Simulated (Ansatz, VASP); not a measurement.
## Two plane-wave programs on NiO

```xyz
2
Lattice="0.0000 2.0529 2.0529 2.0529 0.0000 2.0529 2.0529 2.0529 0.0000" Properties=species:S:1:pos:R:3 pbc="T T T"
Ni    0.0000    0.0000    0.0000
O     2.0529    2.0529    2.0529
```

Alike in both runs: functional PBEsol; k mesh 8 × 8 × 8; occupations gaussian, width 0.1 eV; collinear spin.

Ansatz relaxed the structure, and its values are those at the end. VASP's run is a single point on that final structure, the one shown.

|  | VASP | Ansatz |
| --- | --- | --- |
| version | VASP 6.6.1 | Ansatz 0.2.0 |
| potentials or method | VASP PAW PBE potentials, release 64 (Ni_sv_GW, O_h), cutoff 1340 eV | scalar-relativistic, plane waves, PAW |
| valence electrons in the cell | 24 | 24 |

Ansatz gave:

```
gap on the k mesh at the Fermi level (eV)                     : none
pressure (GPa)                                                : -0.2
net moment per atom (μB)                                      : 0.49
size of the moment on the site where the two differ most (μB) : 0.14
```

Problem. Estimate VASP's values.

Solution. gap on the k mesh at the Fermi level (eV): none; pressure (GPa): 0.2; net moment per atom (μB): 0.49; size of the moment on the site where the two differ most (μB): 0.10.

VASP's potentials were made for PBE, not for PBEsol. Site moments also hang on the region over which each program counts them. A gap of «none» marks a metal or a gap that the smearing closes.
